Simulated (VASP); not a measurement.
**AgCl: electric field gradients with PBE**

The system is AgCl.

```
Ag Cl
1.0
     3.43397    0.00000    0.00000
     0.00000    3.43397    0.00000
     0.00000    0.00000    3.46831
Ag Cl
1 1
Cartesian
  0.0000 0.0000 0.0000
  1.7170 1.7170 1.7342
```

This cell differs from its parent crystal: zz strain of +1 %.

```yaml
Program: VASP 6.6.1
Task: electric field gradients
Functional: PBE
Potentials_or_basis: VASP PAW PBE potentials, release 64 (Ag, Cl)
Cutoff: 520 eV
k_mesh: 9 × 9 × 9
Occupations: fermi-dirac, width 0.01 eV
Spin: no spin polarisation
Dipole_correction: no
Further_INCAR_settings: ALGO = Normal; EDIFF = 1e-08; NBANDS = 16
```

| Item | Value |
| --- | --- |
| Pressure | -0.7 GPa |
| Band gap on the k mesh | 0.59 eV (least direct gap 2.01 eV) |
| Largest electric field gradient by atom | Ag -1.0; Cl +4.5 V/Å² |

Stress tensor (GPa, compression positive):
```
-0.54  0.00  0.00
 0.00 -0.54  0.00
 0.00  0.00 -1.01
```

Levels at points of the mesh, in eV from the valence-band top:
| k point | band 7 | band 8 | band 9 | band 10 | band 11 | band 12 |
| --- | --- | --- | --- | --- | --- | --- |
| (0.00, 0.00, 0.00) | -1.51 | -1.42 | -1.42 | 0.59 | 9.44 | 9.50 |

Electric field gradients, principal values (V/Å²):
```csv
atom,least,middle,greatest (by size)
1 Ag,0.482,0.482,-0.964
2 Cl,-2.275,-2.275,4.550
```

Wall time 44 s on 1 thread of AMD EPYC 7R13 Processor (Zen 3), on a shared host, peak memory 0.15 GiB.

Caveat: the cell differs from its parent crystal (zz strain of +1 %); without QUAD_EFG the Cq values of the log hold for a quadrupole moment of 1 mb, not for the nuclei; an odd mesh through Γ misses points on the zone boundary, where band edges can lie.
